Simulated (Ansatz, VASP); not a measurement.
**One calculation of SrTiO3, two programs**

```
CELL_PARAMETERS angstrom
-3.89112 0.00000 -3.89112
0.00000 -3.89112 -3.89112
-3.89112 -3.89112 0.00000
ATOMIC_POSITIONS crystal
Sr 0.00000 0.00000 0.99940
Sr 0.50000 0.50000 0.50060
Ti 0.25000 0.25000 0.25000
Ti 0.75000 0.75000 0.75000
O 0.50681 0.00681 0.49319
O 0.99319 0.49319 0.00681
O 0.49319 0.99319 0.00681
O 0.00681 0.50681 0.49319
O 0.50000 0.50000 0.01363
O 0.00000 0.00000 0.48637
```

Change from the starting cell: mode 19 (426.9 1/cm) frozen in, largest displacement +0.075 Å.

Alike in both runs: task single point; functional PBEsol; k mesh 6 × 6 × 6; occupations gaussian, width 0.05 eV; no spin polarisation.

|  | VASP | Ansatz |
| --- | --- | --- |
| version | VASP 6.6.1 | Ansatz 0.2.0 |
| potentials or method | VASP PAW PBE potentials, release 64 (Sr_sv, Ti_sv, O), cutoff 520 eV | scalar-relativistic, plane waves, PAW |
| valence electrons in the cell | 80 | 80 |

|  | VASP | Ansatz | Ansatz less VASP |
| --- | --- | --- | --- |
| gap on the k mesh at the Fermi level (eV) | 1.81 | 1.84 | +0.032 |
| least direct gap on the mesh (eV) | 1.81 | 1.84 | +0.032 |
| pressure (GPa) | 0.8 | 0.1 | -0.68 |
| traceless stress, the component that is largest in VASP (GPa) | -0.12 | -0.13 | -0.003 |
| rms of the force components (eV/Å) | 0.299 | 0.299 | -0.0001 |

VASP's potentials were made for PBE, not for PBEsol. Atom by atom the forces differ by 0.003 eV/Å (rms over components).
